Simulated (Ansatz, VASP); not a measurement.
Two plane-wave programs on MgZn2O3

The input INCAR:

```
PREC = Accurate
ENCUT = 600
EDIFF = 1E-6
ISMEAR = 0
SIGMA = 0.01
LREAL = False
LASPH = True
NELM = 60
ALGO = Normal
ISIF = 3
LWAVE = False
LCHARG = False
GGA = PS
IBRION = 2
NSW = 80
EDIFFG = -0.005
```

Contents of KPOINTS:

```
regular mesh
0
Gamma
  12 12 4
```

POSCAR

```
MgZn2O3
1.0
    3.0525990100      0.0000000000      0.0000000000
   -1.5262995000      2.6436282900      0.0000000000
    0.0000000000      0.0000000000      7.4520430000
Mg Zn O
1 2 3
Direct
    0.0000000000      0.0000000000      0.0000000000
    0.3333333300      0.6666666700      0.6684160000
    0.6666666700      0.3333333300      0.3315840000
    0.3333333300      0.6666666700      0.1607000000
    0.6666666700      0.3333333300      0.8393000000
    0.0000000000      0.0000000000      0.5000000000
```

Input for Ansatz:

```yaml
crystal:
  lattice:
    - [3.05259901, 0.0, 0.0]
    - [-1.5262995, 2.64362829, 0.0]
    - [0.0, 0.0, 7.452043]
  atoms:
    - { symbol: Mg, position: [0.0, 0.0, 0.0] }
    - { symbol: Zn, position: [0.33333333, 0.66666667, 0.668416] }
    - { symbol: Zn, position: [0.66666667, 0.33333333, 0.331584] }
    - { symbol: O, position: [0.33333333, 0.66666667, 0.16069999999999998] }
    - { symbol: O, position: [0.66666667, 0.33333333, 0.8393] }
    - { symbol: O, position: [0.0, 0.0, 0.5] }
basis:
  ecutwfc: 420.0
kpoints:
  mp_grid:
    grid: [12, 12, 4]
    shift: [0.0, 0.0, 0.0]
hamiltonian:
  xc: pbesol
  dispersion: none
scf:
  occupations:
    method: fixed
relax:
  f_tol: 0.005
  cell: {}
```

Alike in both runs: task relaxation of cell and atoms; functional PBEsol; k mesh 12 × 12 × 4; no spin polarisation.

```csv
,VASP,Ansatz
version,VASP 6.6.1,Ansatz 0.2.0
potentials or method,"VASP PAW PBE potentials, release 64 (Mg, Zn, O), cutoff 600 eV","plane waves, PAW"
occupations,"gaussian, width 0.01 eV",fixed
valence electrons in the cell,44,52
```

```csv
,VASP,Ansatz,Ansatz less VASP
relaxed volume (Å³/atom),9.60,9.58,-0.020
relaxed cell length with the largest relative difference (Å),7.340,7.334,-0.0056
```

VASP's potentials were made for PBE, not for PBEsol. VASP's potentials hold 44 valence electrons a cell and Ansatz's 52, so a difference there can come from the potentials and not from the codes.
